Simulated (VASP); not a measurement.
# Al2O3 (Pnnm) in VASP: single point with r2SCAN

Aim: the single point of Al2O3 with r2SCAN.

Program: VASP 6.6.1. These are calculated values, not measurements. Logs are shortened: lines on timing, memory, paths and dates and some standing lists are left out, and cuts for length are marked.

### Step 1. The cell of the first run

It takes space group Pnnm (No. 58, orthorhombic). The conventional cell has a = 4.629 Å, b = 9.609 Å, c = 2.995 Å, α = 90.00°, β = 90.00°, γ = 90.00°. Within 2.2 Å of Al (site symmetry m) lie 4 O at 1.67 to 1.79 Å. Within 2.4 Å of O (site symmetry m) lie 3 Al at 1.79 Å. O (site symmetry 2/m) has 2 Al at 1.67 Å within 2.2 Å.

### Step 2. Single point, r2SCAN (atoms displaced along a vibrational mode)

File POSCAR:

```
Al2O3
1.0
    4.6289547859      0.0000000000      0.0000000000
    0.0000000000      9.6087998337      0.0000000000
    0.0000000000      0.0000000000      2.9954281795
Al O
4 6
Direct
    0.4327302755      0.3293172723      0.5000000000
    0.5672697245      0.6706827277      0.5000000000
    0.9327302755      0.1706827277      0.0000000000
    0.0672697245      0.8293172723      0.0000000000
    0.7567086390      0.2272481779      0.5000000000
    0.0000000000      0.0000000000      0.0000000000
    0.7432913610      0.7272481779      0.0000000000
    0.2567086390      0.2727518221      0.0000000000
    0.2432913610      0.7727518221      0.5000000000
    0.5000000000      0.5000000000      0.5000000000
```

File INCAR.step1:

```
SYSTEM = Al2O3
ALGO     = Normal         ! electronic algorithm
EDIFF    = 1E-4           ! SCF threshold, eV
ENCUT    = 520            ! plane-wave cutoff, eV
GGA      = PE             ! functional
ISMEAR   = 0              ! smearing method
LASPH    = .TRUE.         ! aspherical terms in the spheres
LCHARG   = .FALSE.        ! write CHGCAR
LREAL    = .FALSE.        ! projectors in reciprocal space
LWAVE    = .TRUE.         ! write WAVECAR
NBANDS   = 35             ! bands
NELM     = 100            ! most SCF steps
PREC     = Accurate       ! precision mode
SIGMA    = 0.05           ! smearing width, eV
```

File INCAR.step2:

```
SYSTEM = Al2O3
ALGO     = Normal         ! electronic algorithm
EDIFF    = 1E-6           ! SCF threshold, eV
ENCUT    = 520            ! plane-wave cutoff, eV
ISIF     = 2              ! what is computed and relaxed
ISMEAR   = 0              ! smearing method
ISTART   = 1            
LASPH    = .TRUE.         ! aspherical terms in the spheres
LCHARG   = .FALSE.        ! write CHGCAR
LMIXTAU  = .TRUE.       
LREAL    = .FALSE.        ! projectors in reciprocal space
LWAVE    = .FALSE.        ! write WAVECAR
METAGGA  = R2SCAN         ! meta-GGA
NBANDS   = 35             ! bands
NELM     = 100            ! most SCF steps
PREC     = Accurate       ! precision mode
SIGMA    = 0.05           ! smearing width, eV
```

File KPOINTS:

```
k-points
0
G
  6 4 8
  0 0 0
```

Potentials or basis: VASP PAW PBE potentials, release 64 (Al, O).

Started as:

```bash
cat potpaw_PBE.64/Al/POTCAR potpaw_PBE.64/O/POTCAR > POTCAR
cp INCAR.step1 INCAR
mpirun -np 1 vasp_std > vasp.out
cp INCAR.step2 INCAR
mpirun -np 1 vasp_std > vasp.out
```

OUTCAR:

```text
SYSTEM = Al2O3
   EDIFF = 1E-6
   ENCUT = 520
   ISIF = 2
   ISMEAR = 0
   ISTART = 1
   LASPH = .TRUE.
   LREAL = .FALSE.
   METAGGA = R2SCAN
   NELM = 100
   PREC = Accurate

 ion  position               nearest neighbor table
   1  0.433  0.329  0.500-  10 1.67   8 1.79   8 1.79   5 1.79   3 3.15   3 3.15   3 3.15   3 3.15
                             2 3.34
   2  0.567  0.671  0.500-  10 1.67   7 1.79   7 1.79   9 1.79   4 3.15   4 3.15   4 3.15   4 3.15
                             1 3.34
   3  0.933  0.171  0.000-   6 1.67   5 1.79   5 1.79   8 1.79   1 3.15   1 3.15   1 3.15   1 3.15
                             4 3.34
   4  0.067  0.829  0.000-   6 1.67   9 1.79   9 1.79   7 1.79   2 3.15   2 3.15   2 3.15   2 3.15
                             3 3.34
   5  0.757  0.227  0.500-   3 1.79   3 1.79   1 1.79
   6  0.000  0.000  0.000-   3 1.67   4 1.67
   7  0.743  0.727  0.000-   2 1.79   2 1.79   4 1.79
   8  0.257  0.273  0.000-   1 1.79   1 1.79   3 1.79
   9  0.243  0.773  0.500-   4 1.79   4 1.79   2 1.79
  10  0.500  0.500  0.500-   1 1.67   2 1.67

  LATTYP: Found a simple orthorhombic cell.
 ALAT       =     2.9954281795
 B/A-ratio  =     1.5453399342
 C/A-ratio  =     3.2078218064

  Lattice vectors:

 A1 = (   0.0000000000,   0.0000000000,   2.9954281795)
 A2 = (   4.6289547859,   0.0000000000,   0.0000000000)
 A3 = (   0.0000000000,   9.6087998337,   0.0000000000)

Analysis of symmetry for initial positions (statically):
=====================================================================
 Subroutine PRICEL returns:
 Original cell was already a primitive cell.

 Routine SETGRP: Setting up the symmetry group for a
 simple orthorhombic supercell.

 Subroutine GETGRP returns: Found  8 space group operations
 (whereof  4 operations were pure point group operations)
 out of a pool of  8 trial point group operations.

The static configuration has the point symmetry C_2h.
 The point group associated with its full space group is D_2h.

Analysis of symmetry for dynamics (positions and initial velocities):
=====================================================================
 Subroutine PRICEL returns:
 Original cell was already a primitive cell.

 Routine SETGRP: Setting up the symmetry group for a
 simple orthorhombic supercell.

 Subroutine GETGRP returns: Found  8 space group operations
 (whereof  4 operations were pure point group operations)
 out of a pool of  8 trial point group operations.

The dynamic configuration has the point symmetry C_2h.
 The point group associated with its full space group is D_2h.

 Subroutine INISYM returns: Found  8 space group operations
 (whereof  4 operations are pure point group operations),
 and found     1 'primitive' translations

----------------------------------------------------------------------------------------

                                     Primitive cell

  volume of cell :     133.2328

  direct lattice vectors                    reciprocal lattice vectors
     4.628954786  0.000000000  0.000000000     0.216031490  0.000000000  0.000000000
     0.000000000  9.608799834  0.000000000     0.000000000  0.104071270  0.000000000
     0.000000000  0.000000000  2.995428180     0.000000000  0.000000000  0.333842089

  length of vectors
     4.628954786  9.608799834  2.995428180     0.216031490  0.104071270  0.333842089

  position of ions in fractional coordinates (direct lattice)
     0.432730275  0.329317272  0.500000000
     0.567269725  0.670682728  0.500000000
     0.932730275  0.170682728  0.000000000
     0.067269725  0.829317272  0.000000000
     0.756708639  0.227248178  0.500000000
     0.000000000  0.000000000  0.000000000
     0.743291361  0.727248178  0.000000000
     0.256708639  0.272751822  0.000000000
     0.243291361  0.772751822  0.500000000
     0.500000000  0.500000000  0.500000000

  ion indices of the primitive-cell ions
   primitive index   ion index
                 1           1
                 2           2
                 3           3
                 4           4
                 5           5
                 6           6
                 7           7
                 8           8
                 9           9
                10          10

----------------------------------------------------------------------------------------

 KPOINTS: k-points

Automatic generation of k-mesh.
 Grid dimensions read from file:
 generate k-points for:    6    4    8

 Generating k-lattice:

  Cartesian coordinates                     Fractional coordinates (reciprocal lattice)
     0.036005248  0.000000000  0.000000000     0.166666667  0.000000000  0.000000000
     0.000000000  0.026017817  0.000000000     0.000000000  0.250000000  0.000000000
     0.000000000  0.000000000  0.041730261     0.000000000  0.000000000  0.125000000

  Length of vectors
     0.036005248  0.026017817  0.041730261

  Shift w.r.t. Gamma in fractional coordinates (k-lattice)
     0.000000000  0.000000000  0.000000000

 Subroutine IBZKPT returns following result:
 ===========================================

 Found     60 irreducible k-points:

 Following reciprocal coordinates:
            Coordinates               Weight
  0.000000  0.000000  0.000000      1.000000
  0.166667  0.000000  0.000000      2.000000
  0.333333  0.000000  0.000000      2.000000
  0.500000  0.000000  0.000000      1.000000
  0.000000  0.250000  0.000000      2.000000
  0.166667  0.250000  0.000000      4.000000
[... 16 lines left out ...]
  0.333333  0.500000  0.125000      4.000000
  0.500000  0.500000  0.125000      2.000000
 [... further k-points ...]
   k-points           NKPTS =     60   k-points in BZ     NKDIM =     60   number of bands    NBANDS=     35
   number of dos      NEDOS =    301   number of ions     NIONS =     10
   total plane-waves  NPLWV =  62208
   dimension x,y,z NGX =    36 NGY =   72 NGZ =   24
   dimension x,y,z NGXF=    72 NGYF=  144 NGZF=   48
   ions per type =               4   6
   NGX,Y,Z   is equivalent  to a cutoff of  12.93, 12.46, 13.32 a.u.
   NGXF,Y,Z  is equivalent  to a cutoff of  25.86, 24.91, 26.64 a.u.
 SYSTEM =  Al2O3
   PREC   = accura    normal or accurate (medium, high low for compatibility)
   ISTART =      1    job   : 0-new  1-cont  2-samecut
   ICHARG =      0    charge: 1-file 2-atom 10-const
   ISPIN  =      1    spin polarized calculation?
   LNONCOLLINEAR =      F non collinear calculations
   LSORBIT =      F    spin-orbit coupling
   LASPH  =      T    aspherical Exc in radial PAW
   ENCUT  =  520.0 eV  38.22 Ry    6.18 a.u.   8.61 17.87  5.57*2*pi/ulx,y,z
   NELM   =    100;   NELMIN=  2; NELMDL=  0     # of ELM steps
   EDIFF  = 0.1E-05   stopping-criterion for ELM
   LREAL  =      F    real-space projection
   EDIFFG = 0.1E-04   stopping-criterion for IOM
   NSW    =      0    number of steps for IOM
   IBRION =     -1    ionic relax: 0-MD 1-quasi-New 2-CG
   NFREE  =      0    steps in history (QN), initial steepest desc. (CG)
   ISIF   =      2    stress and relaxation
   ISYM   =      2    0-nonsym 1-usesym 2-fastsym
   POTIM  = 0.5000    time-step for ionic-motion
   TEBEG  =    0.0;   TEEND  =   0.0 temperature during run
   PSTRESS=    0.0 pullay stress
   NELECT =      48.0000    total number of electrons
   NUPDOWN=      -1.0000    fix difference up-down
   EMIN   =  10.00;   EMAX   =-10.00  energy-range for DOS
   EFERMI =   0.00;   METHOD = LEGACY
   ISMEAR =     0;   SIGMA  =   0.05  broadening in eV -4-tet -1-fermi 0-gaus
   EFERMI_NEDOS =   21; number of points for ismear=-14 and -15
   IALGO  =     38    algorithm
   IMIX   =      4    mixing-type and parameters
     AMIX     =   0.40;   BMIX     =  1.00
     AMIX_MAG =   1.60;   BMIX_MAG =  1.00
  volume/ion in A,a.u.               =      13.32        89.91
  Fermi-wavevector in a.u.,A,eV,Ry     =   1.164890  2.201323 18.462680  1.356969
  Thomas-Fermi vector in A             =   2.301422
   LORBIT       =      0    0 simple, 1 ext, 2 COOP (PROOUT), +10 PAW based schemes
   METAGGA = R2SCAN    functional components
   LHFCALC =     F    Hartree Fock is set to
   AEXX    =    0.0000 exact exchange contribution
   IVDW    =     0    specifies the selected vdW correction
   LEPSILON=     F    determine dielectric tensor
   LRPA    =     F    only Hartree local field effects (RPA)
 non-spin polarized calculation
 Gauss-broadening in eV      SIGMA  =   0.05
  energy-cutoff  :      520.00
  volume of cell :      133.23
 maximum number of plane-waves:      3616
 NGX is ok and might be reduce to    36
   NGX = 17   NGY = 35   NGZ = 11

 number of electron      47.9999983 magnetization

 Free energy of the ion-electron system (eV)
  ---------------------------------------------------
  ext. energy  EPLUGINS =         0.00000000
  ---------------------------------------------------
  free energy    TOTEN  =       -94.89323235 eV

  energy without entropy =      -94.89323235  energy(sigma->0) =      -94.89323235

 E-fermi :   2.0936     XC(G=0):  -9.3558

 val. band max:        1.8461828803   @ k =   0.0000   0.0000   0.0000
 cond. band min:       5.9968605421   @ k =   0.0000   0.0000   0.0000
 fundamental gap:      4.1506776618
 Fermi energy:         2.0936343100

 k-point     1 :       0.0000    0.0000    0.0000
  band No.  band energies     occupation
      1     -18.4449      2.00000
      2     -18.3717      2.00000
      3     -17.2023      2.00000
      4     -17.1854      2.00000
      5     -15.6960      2.00000
      6     -15.5699      2.00000
[... 27 lines left out ...]
     34      13.6434      0.00000
     35      14.9986      0.00000

 k-point     2 :       0.1667    0.0000    0.0000
  band No.  band energies     occupation
      1     -18.3731      2.00000
      2     -18.3015      2.00000
      3     -17.3019      2.00000
      4     -17.2758      2.00000
      5     -15.6812      2.00000
      6     -15.5744      2.00000
[... 828 lines left out ...]
 k-point    24 :       0.5000    0.5000    0.1250
  band No.  band energies     occupation
      1     -17.8105      2.00000
      2     -17.8105      2.00000
      3     -17.7614      2.00000
      4     -17.7614      2.00000
      5     -15.5798      2.00000
      6     -15.5798      2.00000
[... 27 lines left out ...]
     34      13.6828      0.00000
     35      14.0227      0.00000

 [... further k-points ...]

------------------------ aborting loop because EDIFF is reached ----------------------------------------

  FORCE on cell =-STRESS in cart. coord.  units (eV):
  Direction    XX          YY          ZZ          XY          YZ          ZX
  --------------------------------------------------------------------------------------
  -------------------------------------------------------------------------------------
  Total        1.1838772      1.4285780      0.7636255      0.0000000      0.0000000      0.0000000
  in kB       14.2365982     17.1792239      9.1829026      0.0000000      0.0000000      0.0000000
  external PRESSURE =      13.5329082 kB  Pullay stress =       0.0000000 kB

 VOLUME and BASIS-vectors are now :
 -----------------------------------------------------------------------------
  energy-cutoff  :      520.00
  volume of cell :      133.23
      direct lattice vectors                 reciprocal lattice vectors
     4.628954786  0.000000000  0.000000000     0.216031490  0.000000000  0.000000000
     0.000000000  9.608799834  0.000000000     0.000000000  0.104071270  0.000000000
     0.000000000  0.000000000  2.995428180     0.000000000  0.000000000  0.333842089

 POSITION                                       TOTAL-FORCE (eV/Angst)
 -----------------------------------------------------------------------------------
      2.00309      3.16434      1.49771        -0.025226     -0.010787      0.000000
      2.62587      6.44446      1.49771         0.025226      0.010787      0.000000
      4.31757      1.64006      0.00000        -0.025226      0.010787      0.000000
      0.31139      7.96874      0.00000         0.025226     -0.010787      0.000000
      3.50277      2.18358      1.49771        -0.024528      0.002925      0.000000
      0.00000      0.00000      0.00000         0.000000     -0.000000      0.000000
      3.44066      6.98798      0.00000         0.024528      0.002925     -0.000000
      1.18829      2.62082      0.00000        -0.024528     -0.002925      0.000000
      1.12618      7.42522      1.49771         0.024528     -0.002925     -0.000000
      2.31448      4.80440      1.49771         0.000000     -0.000000      0.000000
 -----------------------------------------------------------------------------------
    total drift:                               -0.000000      0.000000      0.000000

  FREE ENERGIE OF THE ION-ELECTRON SYSTEM (eV)
  ---------------------------------------------------
  free  energy   TOTEN  =       -94.8932323543 eV

  energy  without entropy=      -94.8932323543  energy(sigma->0) =      -94.89323235
```

Run time: 11 min. Hardware: 1 thread of Intel Xeon 6975P-C (Granite Rapids), shared host; peak memory 0.36 GiB.

What came out:

```
Free energy            : -94.8932 eV
Pressure               : 1.4 GPa
Largest force          : 0.027 eV/Å
Band gap on the k mesh : 4.15 eV
```

Forces in eV/Å, atoms in the order of the input:
```
Al  -0.025 -0.011  0.000
Al   0.025  0.011  0.000
Al  -0.025  0.011  0.000
Al   0.025 -0.011  0.000
O   -0.025  0.003  0.000
O    0.000  0.000  0.000
O    0.025  0.003  0.000
O   -0.025 -0.003  0.000
O    0.025 -0.003  0.000
O    0.000  0.000  0.000
```

Stress tensor (GPa, compression positive):
```
1.42 0.00 0.00
0.00 1.72 0.00
0.00 0.00 0.92
```

Caveat: the cell differs from its parent crystal (atoms displaced along a vibrational mode); the PAW data sets were made with another functional, which shifts forces and pressure a little.
